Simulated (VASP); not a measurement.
CaC3:

```
Ca C
1.0
    -1.78876    1.78876    3.99567
     1.78876   -1.78876    3.99567
     1.78876    1.78876   -3.99567
Ca C
1 3
Direct
  0.00000 0.00000 0.00000
  0.50000 0.50000 0.00000
  0.25000 0.75000 0.50000
  0.75000 0.25000 0.50000
```

```yaml
Program: VASP 6.6.1
Task: relaxation of cell and atoms
Functional: PBE
Potentials_or_basis: VASP PAW PBE potentials, release 64 (Ca_sv, C)
Cutoff: 600 eV
k_mesh: 6 × 6 × 6
Occupations: gaussian, width 0.1 eV
Spin: no spin polarisation
```

At the start: pressure -10.9 GPa; volume 12.78 Å³/atom.

Problem. Where does the relaxation end?

Solution. Over 8 steps the energy falls by 87.3 meV/atom and the volume is 11.05 Å³/atom (-13.5 %); space group I4/mmm (No. 139, to 0.1 Å) before and after.

Step by step:
```csv
step,energy change (eV),largest force (eV/Å),pressure (GPa),volume (Å³)
1,0.0000,0.0000,-10.89,51.14
2,-0.3090,0.0000,-1.73,44.96
3,-0.3212,0.0000,0.82,43.77
4,-0.3213,0.0000,1.15,43.63
5,-0.3428,0.0000,0.84,43.75
6,-0.3485,0.0000,0.70,43.85
7,-0.3488,0.0000,0.72,43.84
8,-0.3494,0.0000,-0.18,44.22
```

Final structure:
```
Ca C
1.0
    -1.75281    1.75281    3.59802
     1.75281   -1.75281    3.59802
     1.75281    1.75281   -3.59802
Ca C
1 3
Direct
  0.00000 0.00000 0.00000
  0.50000 0.50000 0.00000
  0.25000 0.75000 0.50000
  0.75000 0.25000 0.50000
```
